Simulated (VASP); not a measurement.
A run of VASP 6.6.1 is set up as follows.

Contents of INCAR:

```
SYSTEM = Cd4SeS3
ALGO     = Normal         ! electronic algorithm
EDIFF    = 1E-6           ! SCF threshold, eV
ENCUT    = 520            ! plane-wave cutoff, eV
GGA      = PE             ! functional
ISIF     = 2              ! what is computed and relaxed
ISMEAR   = 0              ! smearing method
LASPH    = .True.         ! aspherical terms in the spheres
LCHARG   = .False.        ! write CHGCAR
LREAL    = .False.        ! projectors in reciprocal space
LWAVE    = .False.        ! write WAVECAR
NBANDS   = 46             ! bands
NELM     = 100            ! most SCF steps
PREC     = Accurate       ! precision mode
SIGMA    = 0.02           ! smearing width, eV
```

File KPOINTS:

```
k-points
0
Gamma
  6 6 4
  0 0 0
```

File POSCAR:

```
Cd4SeS3
1.0
    4.0645528187      0.0000000000      0.0000000000
    0.0000000000      4.0645528187      0.0000000000
    0.0000000000      0.0000000000     11.4643646561
Cd Se S
4 1 3
Direct
    0.5000000000      0.0000000000      0.6215650024
    0.0000000000      0.5000000000      0.8651261718
    0.5000000000      0.0000000000      0.1348738282
    0.0000000000      0.5000000000      0.3784349976
    0.0000000000      0.0000000000      0.0000000000
    0.5000000000      0.5000000000      0.2567009855
    0.0000000000      0.0000000000      0.5000000000
    0.5000000000      0.5000000000      0.7432990145
```

Potentials or basis: VASP PAW PBE potentials, release 64 (Cd, Se, S).

Run with:

```bash
$ cat potpaw_PBE.64/Cd/POTCAR potpaw_PBE.64/Se/POTCAR potpaw_PBE.64/S/POTCAR > POTCAR
$ mpirun -np 1 vasp_std > vasp.out
```

**Question.** What does it give for the pressure?

**Answer.** 9.3 GPa.

**Question.** Estimate the band gap on the k mesh.

**Answer.** 1.12 eV.

**Question.** What does it give for the largest force?

**Answer.** 0.010 eV/Å.

Forces in eV/Å, atoms in the order of the input:
```
Cd   0.000  0.000  0.000
Cd   0.000  0.000 -0.010
Cd   0.000  0.000  0.010
Cd   0.000  0.000  0.000
Se   0.000  0.000  0.000
S    0.000  0.000 -0.005
S    0.000  0.000  0.000
S    0.000  0.000  0.005
```

Caveat: the cell stands under pressure. A k mesh can miss the band edges.
